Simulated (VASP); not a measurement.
Here is a VASP 6.6.1 calculation.

The input INCAR:

```
SYSTEM = HC9
  ALGO = Normal
  EDIFF = 1E-6
  EDIFFG = -0.08
  ENCUT = 520
  GGA = PE
  IBRION = 2
  ISIF = 2
  ISMEAR = -1
  IVDW = 12
  LASPH = .True.
  LCHARG = .False.
  LREAL = Auto
  LWAVE = .False.
  NELM = 80
  NSW = 45
  PREC = Accurate
  SIGMA = 0.02
```

File KPOINTS:

```
k-points
0
Gamma
  2 2 1
  0 0 0
```

Contents of POSCAR:

```
HC9
1.0
    7.3980000000      0.0000000000      0.0000000000
   -3.6990000000      6.4068560000      0.0000000000
    0.0000000000      0.0000000000     12.0000000000
C H
18 2
Direct
    0.0000000000      0.0000000000      0.0833333000
    0.2222222000      0.1111111000      0.0833333000
    0.0000000000      0.3333333000      0.0833333000
    0.2222222000      0.4444444000      0.0833333000
    0.0000000000      0.6666667000      0.0833333000
    0.2222222000      0.7777778000      0.0833333000
    0.3333333000      0.0000000000      0.0833333000
    0.5555556000      0.1111111000      0.0833333000
    0.3333333000      0.3333333000      0.0833333000
    0.5555556000      0.4444444000      0.0833333000
    0.3333333000      0.6666667000      0.0833333000
    0.5555556000      0.7777778000      0.0833333000
    0.6666667000      0.0000000000      0.0833333000
    0.8888889000      0.1111111000      0.0833333000
    0.6666667000      0.3333333000      0.0833333000
    0.8888889000      0.4444444000      0.0833333000
    0.6666667000      0.6666667000      0.0833333000
    0.8888889000      0.7777778000      0.0833333000
    0.6467811000      0.3073126000      0.2100000000
    0.7565881000      0.3166846000      0.2100000000
```

Potentials or basis: VASP PAW PBE potentials, release 64 (C, H).

Run with:

```bash
$ cat potpaw_PBE.64/C/POTCAR potpaw_PBE.64/H/POTCAR > POTCAR
$ mpirun -np 1 vasp_std > vasp.out
```

Task: What does it give for the dispersion energy per atom?

Result: -0.084 eV.

Task: Estimate the band gap on the k mesh.

Result: 0.21 eV.

Final structure:
```xyz
20
Lattice="7.3980 0.0000 0.0000 -3.6990 6.4069 0.0000 0.0000 0.0000 12.0000" Properties=species:S:1:pos:R:3 pbc="T T T"
C     3.6804    6.4064    0.8871
C     1.2285    0.7192    0.8693
C     6.1520    2.1490    0.8765
C    -0.0178    2.8572    0.8766
C     4.9285    4.2718    0.8645
C    -1.2455    4.9782    0.8704
C     2.4532    0.0127    0.8610
C     3.6805    0.7215    0.8557
C     1.2301    2.1360    0.8650
C     2.4540    2.8428    0.8496
C    -0.0169    4.2703    0.8750
C     1.2302    4.9907    0.8828
C     4.9274    0.0016    0.8809
C     6.1513    0.7085    0.8892
C     3.6814    2.1344    0.8411
C     4.9273    2.8549    0.8589
C     2.4540    4.2831    0.8718
C     3.6815    4.9923    0.8746
H     3.7687    1.9114    3.6735
H     4.5111    2.0108    3.7166
```

Caveat: the k points lie up to 0.49 Å⁻¹ apart; there is no dipole correction, which matters where the two faces differ.
